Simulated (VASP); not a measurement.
InSe: single point with r2SCAN

**Experimental background.**

From “The Interaction of Hydrogen with the van der Waals Crystal γ-InSe”, 2020, pmc:7321205, for a bulk crystal of InSe at 300 K: band gap 1.25 eV.

InSe:

```
CELL_PARAMETERS angstrom
2.01056 1.16080 8.41067
-2.01056 1.16080 8.41067
0.00000 -2.32159 8.41067
ATOMIC_POSITIONS crystal
In 0.00048 0.00048 0.00048
In 0.11087 0.11087 0.11087
Se 0.61696 0.61696 0.61696
Se 0.82769 0.82769 0.82769
```

- Program: VASP 6.6.1
- Task: single point
- Functional: r2SCAN
- Potentials or basis: VASP PAW PBE potentials, release 64 (In_d, Se)
- Cutoff: 520 eV
- k mesh: 6 × 6 × 6
- Occupations: gaussian, width 0.01 eV
- Spin: no spin polarisation
- Dipole correction: no
- Further INCAR settings: ALGO = Normal; EDIFF = 1e-06; NBANDS = 27

| Item | Value |
| --- | --- |
| Pressure | 0.8 GPa |
| Largest force | 0.016 eV/Å |
| Band gap on the k mesh | 0.81 eV, direct |

Forces in eV/Å, atoms in the order of the input:
```
In   0.000  0.000 -0.003
In   0.000  0.000  0.002
Se   0.000  0.000  0.016
Se   0.000  0.000 -0.016
```

Levels at points of the mesh, in eV from the valence-band top:
| k point | band 15 | band 16 | band 17 | band 18 | band 19 | band 20 | band 21 | band 22 | band 23 | band 24 |
| --- | --- | --- | --- | --- | --- | --- | --- | --- | --- | --- |
| (0.00, 0.00, 0.00) | -1.49 | -1.40 | -1.40 | -1.32 | -1.32 | 1.98 | 2.52 | 4.63 | 4.63 | 5.75 |
| (0.50, 0.00, 0.00) | -3.56 | -2.44 | -2.42 | -2.36 | -1.73 | 1.47 | 2.27 | 4.05 | 4.35 | 5.03 |
| (0.50, 0.50, 0.00) | -3.32 | -2.69 | -2.62 | -2.15 | -1.57 | 1.50 | 2.23 | 3.70 | 3.96 | 4.64 |
| (0.50, 0.50, 0.50) | -1.48 | -1.48 | -1.24 | -1.24 | 0.00 | 0.81 | 2.55 | 4.55 | 4.55 | 6.03 |

Run time: 47 min on 1 thread of Intel(R) Xeon(R) Platinum 8259CL CPU @ 2.50GHz (Skylake/Cascade Lake), on a shared host, peak memory 0.81 GiB.

Measured gap of InSe: 1.25 eV (300 K; “The Interaction of Hydrogen with the van der Waals Crystal γ-InSe”, 2020, pmc:7321205). This calculation gives 0.81 eV (-0.44 eV). Spin-orbit coupling on In, Se is left out. The value is that of r2SCAN on a finite k mesh, which can miss the band edges, without temperature or zero-point motion.

Caveat: the PAW data sets were made with another functional, which shifts forces and pressure a little; spin-orbit coupling is left out, which moves the levels of the heavy elements.
